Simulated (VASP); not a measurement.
# MnHg (P4/mmm) in VASP: notebook, part 2 of 2

VASP 6.6.1. Earlier steps stand in the parts before.

## (3) Single point, PBE, collinear spin, zero start

Contents of INCAR:

```
ALGO     = Normal         # electronic algorithm
EDIFF    = 1E-6           # SCF threshold, eV
ENCUT    = 520            # plane-wave cutoff, eV
GGA      = PE             # functional
ISIF     = 2              # what is computed and relaxed
ISMEAR   = 0              # smearing method
ISPIN    = 2              # spin polarisation
LASPH    = True           # aspherical terms in the spheres
LCHARG   = False          # write CHGCAR
LMAXMIX  = 4              # l up to which the mixer works
LORBIT   = 11             # projections on sites
LREAL    = False          # projectors in reciprocal space
LWAVE    = False          # write WAVECAR
MAGMOM   = 0 0            # initial moments
NBANDS   = 24             # bands
NELM     = 150            # most SCF steps
NUPDOWN  = 0.0            # fixed moment
PREC     = Accurate       # precision mode
SIGMA    = 0.1            # smearing width, eV
```

Contents of KPOINTS:

```
k-points
0
Gamma
  12 12 12
```

Contents of POSCAR:

```
MnHg
1.0
    3.2880000000      0.0000000000      0.0000000000
    0.0000000000      3.2880000000      0.0000000000
    0.0000000000      0.0000000000      3.3130000000
Mn Hg
1 1
Direct
    0.5000000000      0.5000000000      0.5000000000
    0.0000000000      0.0000000000      0.0000000000
```

Potentials or basis: VASP PAW PBE potentials, release 64 (Mn_pv, Hg).

Launch:

```bash
> cat potpaw_PBE.64/Mn_pv/POTCAR potpaw_PBE.64/Hg/POTCAR > POTCAR
> mpirun -np 1 vasp_std > vasp.out
```

Wall time 97 s (1 thread of Intel Xeon Platinum 8488C (Sapphire Rapids), shared host); peak memory 0.35 GiB.

Results (log left out):

```
Free energy                                           : -7.0914 eV
Pressure                                              : -13.4 GPa
Net moment                                            : 0.00 μB per cell
Valence electrons inside the program's atomic spheres : Mn 11.46; Hg 10.54
```

Caveat: the cell stands under tension; spin-orbit coupling is left out, which moves the levels of the heavy elements; the total moment is fixed, so each spin has its own Fermi level.

## (4) Single point, PBE, collinear spin, ferromagnetic start

Contents of INCAR:

```
SYSTEM = MnHg
  PREC = Accurate
  ENCUT = 520
  EDIFF = 1E-6
  ISMEAR = 0
  SIGMA = 0.1
  LREAL = .False.
  LASPH = .True.
  NELM = 150
  ALGO = Normal
  ISIF = 2
  LWAVE = .False.
  LCHARG = .False.
  ISPIN = 2
  MAGMOM = 4.23 0
  LORBIT = 11
  LMAXMIX = 4
  GGA = PE
  NBANDS = 24
```

Contents of KPOINTS:

```
Automatic mesh
0
Gamma
  12 12 12
  0 0 0
```

POSCAR is that of step 3.

Potentials or basis: VASP PAW PBE potentials, release 64 (Mn_pv, Hg).

Launch:

```bash
> cat potpaw_PBE.64/Mn_pv/POTCAR potpaw_PBE.64/Hg/POTCAR > POTCAR
> mpirun -np 1 vasp_std > vasp.out
```

OUTCAR:

```text
SYSTEM = MnHg
   PREC = Accurate
   ENCUT = 520
   EDIFF = 1E-6
   ISMEAR = 0
   LREAL = .False.
   LASPH = .True.
   NELM = 150
   ISIF = 2
   ISPIN = 2
   LORBIT = 11
   GGA = PE

 ion  position               nearest neighbor table
   1  0.500  0.500  0.500-   2 2.85   2 2.85   2 2.85   2 2.85   2 2.85   2 2.85   2 2.85   2 2.85

   2  0.000  0.000  0.000-   1 2.85   1 2.85   1 2.85   1 2.85   1 2.85   1 2.85   1 2.85   1 2.85

  LATTYP: Found a simple tetragonal cell.
 ALAT       =     3.2880000000
 C/A-ratio  =     1.0076034063

  Lattice vectors:

 A1 = (   3.2880000000,   0.0000000000,   0.0000000000)
 A2 = (   0.0000000000,   3.2880000000,   0.0000000000)
[... 1511 lines left out ...]
 VOLUME and BASIS-vectors are now :
 -----------------------------------------------------------------------------
  energy-cutoff  :      520.00
  volume of cell :       35.82
      direct lattice vectors                 reciprocal lattice vectors
     3.288000000  0.000000000  0.000000000     0.304136253  0.000000000  0.000000000
     0.000000000  3.288000000  0.000000000     0.000000000  0.304136253  0.000000000
     0.000000000  0.000000000  3.313000000     0.000000000  0.000000000  0.301841232

 POSITION                                       TOTAL-FORCE (eV/Angst)
 -----------------------------------------------------------------------------------
      1.64400      1.64400      1.65650         0.000000      0.000000      0.000000
      0.00000      0.00000      0.00000         0.000000      0.000000      0.000000
 -----------------------------------------------------------------------------------
    total drift:                                0.000000      0.000000     -0.000000

  FREE ENERGIE OF THE ION-ELECTRON SYSTEM (eV)
  ---------------------------------------------------
  free  energy   TOTEN  =        -8.4893983216 eV

  energy  without entropy=       -8.4813792214  energy(sigma->0) =       -8.48538877

 total charge

# of ion       s       p       d       tot
------------------------------------------
    1        0.254   6.179   4.984  11.417
    2        0.818   0.532   9.256  10.606
--------------------------------------------------
tot          1.072   6.710  14.240  22.023

 magnetization (x)

# of ion       s       p       d       tot
------------------------------------------
    1        0.029   0.015   3.764   3.808
    2       -0.043  -0.062   0.050  -0.055
--------------------------------------------------
tot         -0.014  -0.046   3.814   3.753
```

OSZICAR:

```text
N       E                     dE             d eps       ncg     rms          rms(c)
DAV:   1     0.234143593834E+03    0.23414E+03   -0.13758E+04 19016   0.117E+03
DAV:   2    -0.139021529715E+01   -0.23553E+03   -0.22398E+03 19736   0.343E+02
DAV:   3    -0.889433322782E+01   -0.75041E+01   -0.74781E+01 22032   0.689E+01
DAV:   4    -0.894741151938E+01   -0.53078E-01   -0.53075E-01 21312   0.547E+00
DAV:   5    -0.894819126357E+01   -0.77974E-03   -0.77972E-03 22864   0.606E-01    0.102E+01
DAV:   6    -0.864118523833E+01    0.30701E+00   -0.61596E+00 21240   0.187E+01    0.716E+00
DAV:   7    -0.850538096966E+01    0.13580E+00   -0.18216E+00 21632   0.117E+01    0.495E+00
DAV:   8    -0.849125872011E+01    0.14122E-01   -0.60169E-02 20432   0.178E+00    0.266E+00
DAV:   9    -0.848941666303E+01    0.18421E-02   -0.15815E-02 22168   0.869E-01    0.926E-01
DAV:  10    -0.848933400812E+01    0.82655E-04   -0.24221E-03 20928   0.437E-01    0.812E-02
DAV:  11    -0.848938345120E+01   -0.49443E-04   -0.10100E-04 21856   0.927E-02    0.307E-02
DAV:  12    -0.848939385720E+01   -0.10406E-04   -0.14519E-05 21656   0.312E-02    0.172E-02
DAV:  13    -0.848939842132E+01   -0.45641E-05   -0.49596E-06 21248   0.152E-02    0.972E-03
DAV:  14    -0.848939832157E+01    0.99752E-07   -0.69245E-07 12624   0.665E-03
   1 F= -.84893983E+01 E0= -.84853888E+01  d E =-.801910E-02  mag=     3.8936
```

Run time: 1.7 min. Hardware: 1 thread of Intel Xeon Platinum 8488C (Sapphire Rapids), shared host; peak memory 0.36 GiB.

Results:

* Free energy: -8.4894 eV
* Pressure: 2.5 GPa
* Net moment: 3.89 μB per cell
* Site moments: Mn +3.81; Hg -0.06 μB
* Valence electrons inside the program's atomic spheres: Mn 11.42; Hg 10.61

Caveat: spin-orbit coupling is left out, which moves the levels of the heavy elements.

## (5) Summary

| spin | fixed moment (μB) | k mesh | gap on the mesh (eV) | pressure (GPa) | moment (μB) |
| --- | --- | --- | --- | --- | --- |
| collinear, ferromagnetic start | - | 6 × 6 × 6 | none | 2.3 | 3.88 |
| collinear, zero start | 0.0 | 12 × 12 × 12 | - | -13.4 | 0.00 |
| collinear, ferromagnetic start | - | 12 × 12 × 12 | none | 2.5 | 3.89 |

Alike in all rows: task single point; level PBE; potentials or basis VASP PAW PBE potentials, release 64 (Mn_pv, Hg); cell as given; cutoff (eV) 520; smearing gaussian 0.1 eV.

Caveats: spin-orbit coupling is left out, which moves the levels of the heavy elements; the cell stands under tension (at least some runs); the total moment is fixed, so each spin has its own Fermi level (at least some runs).

Absolute energies hang on the potentials; compare differences alone.
